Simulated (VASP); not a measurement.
Set up this calculation in VASP 6.6.1, as the native input.

```
Task                   : single point
Functional             : PBE
Dispersion             : D4
Potentials or basis    : VASP PAW PBE potentials, release 64 (Ga_d, P)
Cutoff                 : 500 eV
k mesh                 : 6 × 6 × 6
Occupations            : gaussian, width 0.01 eV
Spin                   : no spin polarisation
Dipole correction      : no
Further INCAR settings : ALGO = Normal; EDIFF = 1e-06; NBANDS = 16
```

The structure of GaP lies in POSCAR:

```
GaP
1.0
    0.0000000000      2.7169120272      2.7169120272
    2.7169120272      0.0000000000      2.7169120272
    2.7169120272      2.7169120272      0.0000000000
Ga P
1 1
Direct
    0.0000000000      0.0000000000      0.0000000000
    0.7500000000      0.7500000000      0.7500000000
```

One way to write it, as run:

INCAR

```
SYSTEM = GaP
PREC     = Accurate       ! precision mode
ENCUT    = 500            ! plane-wave cutoff, eV
EDIFF    = 1E-6           ! SCF threshold, eV
ISMEAR   = 0              ! smearing method
SIGMA    = 0.01           ! smearing width, eV
LREAL    = .FALSE.        ! projectors in reciprocal space
LASPH    = .TRUE.         ! aspherical terms in the spheres
NELM     = 120            ! most SCF steps
ALGO     = Normal         ! electronic algorithm
ISIF     = 2              ! what is computed and relaxed
LWAVE    = .FALSE.        ! write WAVECAR
LCHARG   = .TRUE.         ! write CHGCAR
GGA      = PE             ! functional
IVDW     = 13             ! dispersion correction
LELF     = .TRUE.         ! ELF
LVHAR    = .TRUE.       
NBANDS   = 16             ! bands
GGA_COMPAT= .FALSE.
```

KPOINTS

```
regular mesh
0
G
  6 6 6
  0 0 0
```

Potentials or basis: VASP PAW PBE potentials, release 64 (Ga_d, P).

Run with:

```sh
$ cat potpaw_PBE.64/Ga_d/POTCAR potpaw_PBE.64/P/POTCAR > POTCAR
$ mpirun -np 1 vasp_std > vasp.out
```

It gave:

```yaml
Pressure: -0.1 GPa
Band_gap_on_the_k_mesh: 1.63 eV (least direct gap 1.90 eV)
Dispersion_energy_per_atom: -0.417 eV
```

Run time: 14 s on 1 thread of Intel(R) Xeon(R) Platinum 8259CL CPU @ 2.50GHz (Skylake/Cascade Lake), with other jobs on the host, peak memory 0.15 GiB.
